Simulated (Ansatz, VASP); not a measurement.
One calculation of Al5GaAs6, two programs

File INCAR:

```
SYSTEM = Al5GaAs6
PREC = Accurate
ENCUT = 520
EDIFF = 1E-6
ISMEAR = 0
SIGMA = 0.02
LREAL = .False.
LASPH = .True.
NELM = 60
ALGO = Normal
ISIF = 2
LWAVE = .False.
LCHARG = .False.
GGA = PE
NBANDS = 41
```

Contents of KPOINTS:

```
regular mesh
0
Gamma
  8 4 6
  0 0 0
```

The input POSCAR:

```
Al5GaAs6
1.0
    4.0541707835      0.0000000000      0.0000000000
    0.0000000000     12.1580712820      0.0000000000
    0.0000000000      0.0000000000      5.7293491707
Al Ga As
5 1 6
Direct
    0.0000000000      0.8330771242      1.0000066594
    0.0000000000      0.1669228758      1.0000066594
    0.5000000000      0.3334552888      0.4998618958
    0.0000000000      0.5000000000      0.9999998442
    0.5000000000      0.6665447112      0.4998618958
    0.5000000000      0.0000000000      0.5000854206
    0.5000000000      0.8327756645      0.7507556709
    0.0000000000      0.0000000000      0.2482043259
    0.5000000000      0.1672243355      0.7507556709
    0.0000000000      0.3334818167      0.2501093226
    0.5000000000      0.5000000000      0.7502433120
    0.0000000000      0.6665181833      0.2501093226
```

Input for Ansatz:

```yaml
crystal:
  lattice:
    - [4.0541707835, 0.0, 0.0]
    - [0.0, 12.158071282, 0.0]
    - [0.0, 0.0, 5.7293491707]
  atoms:
    - { symbol: Al, position: [0.0, 0.8330771242, 1.0000066594] }
    - { symbol: Al, position: [0.0, 0.1669228758, 1.0000066594] }
    - { symbol: Al, position: [0.5, 0.3334552888, 0.4998618958] }
    - { symbol: Al, position: [0.0, 0.5, 0.9999998442] }
    - { symbol: Al, position: [0.5, 0.6665447112, 0.4998618958] }
    - { symbol: Ga, position: [0.5, 0.0, 0.5000854206] }
    - { symbol: As, position: [0.5, 0.8327756645, 0.7507556709] }
    - { symbol: As, position: [0.0, 0.0, 0.2482043259] }
    - { symbol: As, position: [0.5, 0.1672243355, 0.7507556709] }
    - { symbol: As, position: [0.0, 0.3334818167, 0.2501093226] }
    - { symbol: As, position: [0.5, 0.5, 0.750243312] }
    - { symbol: As, position: [0.0, 0.6665181833, 0.2501093226] }
basis:
  ecutwfc: 420
kpoints:
  mp_grid: { grid: [8, 4, 6] }
  band_path:
    path:
      - [[0.0, 0.0, 0.0], [0.5, 0.0, 0.0], [0.5, 0.5, 0.0], [0.0, 0.5, 0.0], [0.0, 0.0, 0.0], [0.0, 0.0, 0.5], [0.5, 0.0, 0.5], [0.5, 0.5, 0.5], [0.0, 0.5, 0.5], [0.0, 0.0, 0.5]]
      - [[0.5, 0.0, 0.0], [0.5, 0.0, 0.5]]
      - [[0.0, 0.5, 0.0], [0.0, 0.5, 0.5]]
      - [[0.5, 0.5, 0.0], [0.5, 0.5, 0.5]]
    npoints: 10
hamiltonian:
  xc: pbe
scf:
  occupations: { method: gaussian, width: 0.02 }
  n_extra_bands: 30
output:
  forces: true
  stress: true
  eigenvalues: true
  populations: true
  dos: { projected: true, de: 0.02, nscf_kmesh: { grid: [12, 6, 9] } }
  bader: false
```

Alike in both runs: task single point; functional PBE; k mesh 8 × 4 × 6; occupations gaussian, width 0.02 eV; no spin polarisation.

```csv
,VASP,Ansatz
version,VASP 6.6.1,Ansatz 0.2.0
potentials or method,"VASP PAW PBE potentials, release 64 (Al, Ga_d, As), cutoff 520 eV","scalar-relativistic, plane waves, PAW"
valence electrons in the cell,58,118
```

```csv
,VASP,Ansatz,Ansatz less VASP
gap on the k mesh at the Fermi level (eV),1.43,1.43,-0.002
least direct gap on the mesh (eV),1.43,1.43,-0.002
pressure (GPa),0.2,0.0,-0.16
```

VASP's potentials hold 58 valence electrons a cell and Ansatz's 118, so a difference there can come from the potentials and not from the codes.
